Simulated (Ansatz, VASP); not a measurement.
## Si9O16 in VASP and in Ansatz

```
Si O
1.0
    -4.10430   -4.10430    0.00000
     4.10430   -4.10430    0.00000
     0.00000    0.00000    5.28340
Si O
9 16
Direct
  0.47633 0.48181 0.98571
  0.11184 0.48372 0.24957
  0.47632 0.48187 0.51345
  0.97099 0.50934 0.74962
  0.01776 0.02439 0.99385
  0.52867 0.97419 0.24959
  0.01778 0.02432 0.50547
  0.50927 0.99448 0.74961
  0.80486 0.66352 0.24946
  0.18691 0.48110 0.95538
  0.02115 0.21558 0.24969
  0.76399 0.49869 0.97452
  0.01997 0.85913 0.24968
  0.18684 0.48138 0.54380
  0.00153 0.20406 0.74958
  0.76401 0.49907 0.52460
  0.00206 0.80982 0.74974
  0.71246 0.02450 0.98761
  0.38587 0.64682 0.24957
  0.31743 0.99537 0.99890
  0.48768 0.28979 0.24965
  0.71246 0.02427 0.51161
  0.48346 0.69700 0.74967
  0.31744 0.99528 0.50034
  0.48624 0.28943 0.74951
```

Alike in both runs: functional PBE; dispersion D3(BJ); k mesh 3 × 3 × 3; occupations fermi-dirac, width 0.02 eV; no spin polarisation.

Ansatz relaxed the structure, and its values are those at the end. VASP's run is a single point on that final structure, the one shown.

|  | VASP | Ansatz |
| --- | --- | --- |
| version | VASP 6.6.1 | Ansatz 0.2.0 |
| potentials or method | VASP PAW PBE potentials, release 64 (Si, O), cutoff 520 eV | scalar-relativistic, plane waves, PAW |
| valence electrons in the cell | 132 | 132 |

Ansatz gave:

- rms of the force components (eV/Å): 0.006

**Question.** Which values does VASP return?

**Answer.** rms of the force components (eV/Å): 0.022.
